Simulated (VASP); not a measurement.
# Hf (P6_3/mmc) in VASP: notebook, part 2 of 2

VASP 6.6.1.

### Step 3. Single point, PBEsol (volume scaled by 0.880)

INCAR reads:

```
SYSTEM = Hf
ALGO     = Fast           ! electronic algorithm
EDIFF    = 1E-6           ! SCF threshold, eV
ENCUT    = 520            ! plane-wave cutoff, eV
GGA      = PS             ! functional
ISIF     = 2              ! what is computed and relaxed
ISMEAR   = 0              ! smearing method
LASPH    = .TRUE.         ! aspherical terms in the spheres
LCHARG   = .TRUE.         ! write CHGCAR
LELF     = .TRUE.         ! ELF
LREAL    = .FALSE.        ! projectors in reciprocal space
LVHAR    = .TRUE.       
LWAVE    = .FALSE.        ! write WAVECAR
NBANDS   = 17             ! bands
NELM     = 60             ! most SCF steps
PREC     = Accurate       ! precision mode
SIGMA    = 0.05           ! smearing width, eV
```

KPOINTS reads:

```
k-points
0
G
  18 18 10
  0 0 0
```

POSCAR reads:

```
Hf
1.0
    3.0196719414      0.0000000000      0.0000000000
   -1.5098359707      2.6151126123      0.0000000000
    0.0000000000      0.0000000000      4.8147129290
Hf
2
Direct
    0.3333333333      0.6666666667      0.2500000000
    0.6666666667      0.3333333333      0.7500000000
```

Potentials or basis: VASP PAW PBE potentials, release 64 (Hf_pv).

Run with:

```
$ cat potpaw_PBE.64/Hf_pv/POTCAR > POTCAR
$ mpirun -np 1 vasp_std > vasp.out
```

OUTCAR:

```text
SYSTEM = Hf
   EDIFF = 1E-6
   ENCUT = 520
   GGA = PS
   ISIF = 2
   ISMEAR = 0
   LASPH = .TRUE.
   LREAL = .FALSE.
   NELM = 60
   PREC = Accurate

 ion  position               nearest neighbor table
   1  0.333  0.667  0.250-   2 2.97   2 2.97   2 2.97   2 2.97   2 2.97   2 2.97
   2  0.667  0.333  0.750-   1 2.97   1 2.97   1 2.97   1 2.97   1 2.97   1 2.97

  LATTYP: Found a hexagonal cell.
 ALAT       =     3.0196719414
 C/A-ratio  =     1.5944490072

  Lattice vectors:

 A1 = (   3.0196719414,   0.0000000000,   0.0000000000)
 A2 = (  -1.5098359707,   2.6151126123,   0.0000000000)
 A3 = (   0.0000000000,   0.0000000000,   4.8147129290)

Analysis of symmetry for initial positions (statically):
=====================================================================
 Subroutine PRICEL returns:
 Original cell was already a primitive cell.

 Routine SETGRP: Setting up the symmetry group for a
 hexagonal supercell.

 Subroutine GETGRP returns: Found 24 space group operations
 (whereof 12 operations were pure point group operations)
 out of a pool of 24 trial point group operations.

The static configuration has the point symmetry D_3d.
[... 164 lines left out ...]

 E-fermi :   5.9495     XC(G=0): -12.1594

 val. band max:        5.9461099728   @ k =   0.0556  -0.0000   0.3000
 cond. band min:       5.9722059502   @ k =   0.3333   0.2778   0.3000
 fundamental gap:      0.0260959774
 Fermi energy:         5.9495410327

 k-point     1 :       0.0000    0.0000    0.0000
  band No.  band energies     occupation
      1     -25.0687      2.00000
      2     -23.8134      2.00000
      3     -23.8134      2.00000
      4     -23.6109      2.00000
      5     -23.6103      2.00000
      6     -23.6103      2.00000
[... 457 lines left out ...]
      4     -24.1713      2.00000
      5     -23.9721      2.00000
      6     -23.8409      2.00000
[... 9 lines left out ...]
     16      13.3119      0.00000
     17      14.1484      0.00000

 [... further k-points ...]

------------------------ aborting loop because EDIFF is reached ----------------------------------------

  FORCE on cell =-STRESS in cart. coord.  units (eV):
  Direction    XX          YY          ZZ          XY          YZ          ZX
  --------------------------------------------------------------------------------------
  -------------------------------------------------------------------------------------
  Total        4.2032971      4.2032971      4.1681163      0.0000000      0.0000000      0.0000000
  in kB      177.1251041    177.1251041    175.6425974      0.0000000      0.0000000      0.0000000
  external PRESSURE =     176.6309352 kB  Pullay stress =       0.0000000 kB

 VOLUME and BASIS-vectors are now :
 -----------------------------------------------------------------------------
  energy-cutoff  :      520.00
  volume of cell :       38.02
      direct lattice vectors                 reciprocal lattice vectors
     3.019671941  0.000000000  0.000000000     0.331161801  0.191196355  0.000000000
    -1.509835971  2.615112612  0.000000000     0.000000000  0.382392710  0.000000000
     0.000000000  0.000000000  4.814712929     0.000000000  0.000000000  0.207696703

 POSITION                                       TOTAL-FORCE (eV/Angst)
 -----------------------------------------------------------------------------------
     -0.00000      1.74341      1.20368        -0.000000      0.000000      0.000000
      1.50984      0.87170      3.61103         0.000000     -0.000000      0.000000
 -----------------------------------------------------------------------------------
    total drift:                                0.000000     -0.000000      0.000000

  FREE ENERGIE OF THE ION-ELECTRON SYSTEM (eV)
  ---------------------------------------------------
  free  energy   TOTEN  =       -20.7523316362 eV

  energy  without entropy=      -20.7503980521  energy(sigma->0) =      -20.75136484
```

OSZICAR:

```text
N       E                     dE             d eps       ncg     rms          rms(c)
DAV:   1     0.519425978796E+02    0.51943E+02   -0.11530E+04  7564   0.115E+03
DAV:   2    -0.195776388351E+02   -0.71520E+02   -0.69668E+02  9921   0.256E+02
DAV:   3    -0.213602881792E+02   -0.17826E+01   -0.17703E+01  9342   0.273E+01
DAV:   4    -0.213717850064E+02   -0.11497E-01   -0.11492E-01  9581   0.263E+00
DAV:   5    -0.213718718506E+02   -0.86844E-04   -0.86837E-04  9470   0.203E-01    0.731E+01
RMM:   6    -0.209246849427E+02    0.44719E+00   -0.31933E-01  7578   0.343E+00    0.438E+01
RMM:   7    -0.207580067971E+02    0.16668E+00   -0.70955E-01  8336   0.513E+00    0.203E+00
RMM:   8    -0.207517108034E+02    0.62960E-02   -0.56338E-02  8151   0.171E+00    0.200E-01
RMM:   9    -0.207522800921E+02   -0.56929E-03   -0.64692E-03  9850   0.547E-01    0.258E-01
RMM:  10    -0.207523464576E+02   -0.66365E-04   -0.87727E-04 10440   0.187E-01    0.216E-01
RMM:  11    -0.207523751124E+02   -0.28655E-04   -0.37540E-04  8530   0.119E-01    0.460E-01
RMM:  12    -0.207523301762E+02    0.44936E-04   -0.10325E-04  8531   0.616E-02    0.315E-02
RMM:  13    -0.207523311731E+02   -0.99690E-06   -0.18483E-05  9253   0.258E-02    0.633E-03
RMM:  14    -0.207523316362E+02   -0.46312E-06   -0.15524E-06  7220   0.775E-03
   1 F= -.20752332E+02 E0= -.20751365E+02  d E =-.193358E-02
```

stdout:

```text
POSCAR found type information on POSCAR Hf
 POSCAR found :  1 types and       2 ions
 scaLAPACK will be used
 -----------------------------------------------------------------------------
|                                                                             |
|                                                                             |
|     You enforced a specific xc type in the INCAR file but a different       |
|     I HOPE YOU KNOW WHAT YOU ARE DOING!                                     |
|                                                                             |
 -----------------------------------------------------------------------------

 LDA part: xc-table for (Slater+PW92), standard interpolation
 POSCAR, INCAR and KPOINTS ok, starting setup
 FFT: planning ... GRIDC
 FFT: planning ... GRID_SOFT
 FFT: planning ... GRID
 WAVECAR not read
 entering main loop
```

It took 50 s on 1 thread of Intel Xeon 6975P-C (Granite Rapids), shared host; peak memory 0.24 GiB.

What came out:

| Property | Result |
| --- | --- |
| Free energy | -20.7523 eV |
| Pressure | 17.7 GPa |
| Band gap on the k mesh | zero (band 10 reaches 7.14 eV, above the bottom of band 11 at 5.60 eV) |

Caveat: the PAW data sets were made with another functional, which shifts forces and pressure a little; spin-orbit coupling is left out, which moves the levels of the heavy elements.

### Step 4. Single point, PBEsol (volume scaled by 0.680)

INCAR reads:

```
SYSTEM = Hf
PREC = Accurate ; ENCUT = 520
EDIFF = 1E-7 ; ISMEAR = 0
SIGMA = 0.05 ; LREAL = .False.
LASPH = .True. ; NELM = 100
ALGO = Normal ; ISIF = 2
LWAVE = .False. ; LCHARG = .False.
GGA = PS ; NBANDS = 17
```

KPOINTS reads:

```
Automatic mesh
0
Gamma
  18 18 10
  0 0 0
```

POSCAR reads:

```
Hf
1.0
    2.7328775032      0.0000000000      0.0000000000
   -1.3664387516      2.3667413432      0.0000000000
    0.0000000000      0.0000000000      4.5423002127
Hf
2
Direct
    0.3333333333      0.6666666667      0.2500000000
    0.6666666667      0.3333333333      0.7500000000
```

Run with:

```
$ cat potpaw_PBE.64/Hf_pv/POTCAR > POTCAR
$ mpirun -np 1 vasp_std > vasp.out
```

Wall time 38 s (1 thread of Intel Xeon 6975P-C (Granite Rapids), shared host); peak memory 0.21 GiB.

The run converged. Its results:

```yaml
Free_energy: -18.3505 eV
Pressure: 81.7 GPa
Band_gap_on_the_k_mesh: zero (band 10 reaches 9.72 eV, above the bottom of band 11 at 7.64 eV)
```

Stress tensor (GPa, compression positive):
```
81.84  0.00  0.00
 0.00 81.84  0.00
 0.00  0.00 81.44
```

Levels at points of the mesh, in eV from the Fermi level:
```tsv
k point	band 6	band 7	band 8	band 9	band 10	band 11	band 12	band 13	band 14	band 15
(0.00, 0.00, 0.00)	-28.50	-8.43	-5.19	0.84	1.26	1.26	2.46	2.46	2.78	4.14
(0.50, 0.00, 0.00)	-28.90	-4.76	-4.11	-4.00	0.96	1.03	1.18	2.39	9.79	9.86
(0.00, 0.00, 0.50)	-28.67	-5.78	-5.78	-0.13	-0.13	1.22	1.22	1.22	1.22	7.27
(0.50, 0.00, 0.50)	-29.22	-5.08	-5.08	-2.36	-2.36	3.73	3.73	3.96	3.96	9.42
```

Caveat: the PAW data sets were made with another functional, which shifts forces and pressure a little; spin-orbit coupling is left out, which moves the levels of the heavy elements.

### Step 5. Single point, PBEsol (volume scaled by 0.720)

INCAR reads:

```
PREC = Accurate ; ENCUT = 520
EDIFF = 1E-6 ; ISMEAR = 0
SIGMA = 0.05 ; LREAL = F
LASPH = T ; NELM = 80
ALGO = Normal ; ISIF = 2
LWAVE = F ; LCHARG = F
GGA = PS ; NBANDS = 17
```

KPOINTS reads:

```
Automatic mesh
0
Gamma
  18 18 10
```

POSCAR reads:

```
Hf
1.0
    2.7966096843      0.0000000000      0.0000000000
   -1.3983048421      2.4219350311      0.0000000000
    0.0000000000      0.0000000000      4.5927841487
Hf
2
Direct
    0.3333333333      0.6666666667      0.2500000000
    0.6666666667      0.3333333333      0.7500000000
```

Run with:

```
$ cat potpaw_PBE.64/Hf_pv/POTCAR > POTCAR
$ mpirun -np 1 vasp_std > vasp.out
```

It took 43 s on 1 thread of Intel Xeon 6975P-C (Granite Rapids), shared host; peak memory 0.22 GiB.

The run converged. Its results:

| Quantity | Value |
| --- | --- |
| Free energy | -19.1289 eV |
| Pressure | 63.2 GPa |
| Band gap on the k mesh | zero (band 10 reaches 9.04 eV, above the bottom of band 11 at 7.23 eV) |

Stress tensor (GPa, compression positive):
```
63.26  0.00  0.00
 0.00 63.26  0.00
 0.00  0.00 63.01
```

Levels at points of the mesh, in eV from the Fermi level:
| k point | band 7 | band 8 | band 9 | band 10 | band 11 | band 12 | band 13 | band 14 |
| --- | --- | --- | --- | --- | --- | --- | --- | --- |
| (0.00, 0.00, 0.00) | -8.39 | -5.03 | 1.02 | 1.21 | 1.21 | 2.37 | 2.37 | 2.37 |
| (0.50, 0.00, 0.00) | -4.46 | -4.02 | -3.73 | 0.60 | 0.86 | 1.15 | 2.27 | 9.07 |
| (0.00, 0.00, 0.50) | -5.81 | -5.81 | -0.12 | -0.12 | 1.15 | 1.15 | 1.15 | 1.15 |
| (0.50, 0.00, 0.50) | -4.84 | -4.84 | -2.11 | -2.11 | 3.21 | 3.21 | 3.69 | 3.69 |

Caveat: the PAW data sets were made with another functional, which shifts forces and pressure a little; spin-orbit coupling is left out, which moves the levels of the heavy elements.

### Step 6. The runs side by side

| cell | k mesh | gap on the mesh (eV) | pressure (GPa) |
| --- | --- | --- | --- |
| a = 3.205, b = 3.205, c = 5.052 Å, angles 90.0, 90.0, 120.0°, 2 atoms | 16 × 16 × 10 | none | -4.5 |
| a = 3.020, b = 3.020, c = 4.815 Å, angles 90.0, 90.0, 120.0°, 2 atoms | 18 × 18 × 10 | none | 17.7 |
| a = 2.733, b = 2.733, c = 4.542 Å, angles 90.0, 90.0, 120.0°, 2 atoms | 18 × 18 × 10 | none | 81.7 |
| a = 2.797, b = 2.797, c = 4.593 Å, angles 90.0, 90.0, 120.0°, 2 atoms | 18 × 18 × 10 | none | 63.2 |

Alike in all rows: task single point; level PBEsol; potentials or basis VASP PAW PBE potentials, release 64 (Hf_pv); no spin polarisation; cutoff (eV) 520; smearing gaussian 0.05 eV.

Caveats: the PAW data sets were made with another functional, which shifts forces and pressure a little; spin-orbit coupling is left out, which moves the levels of the heavy elements.

Total energies depend on the potentials used, so only differences within one code and one set of settings carry meaning.
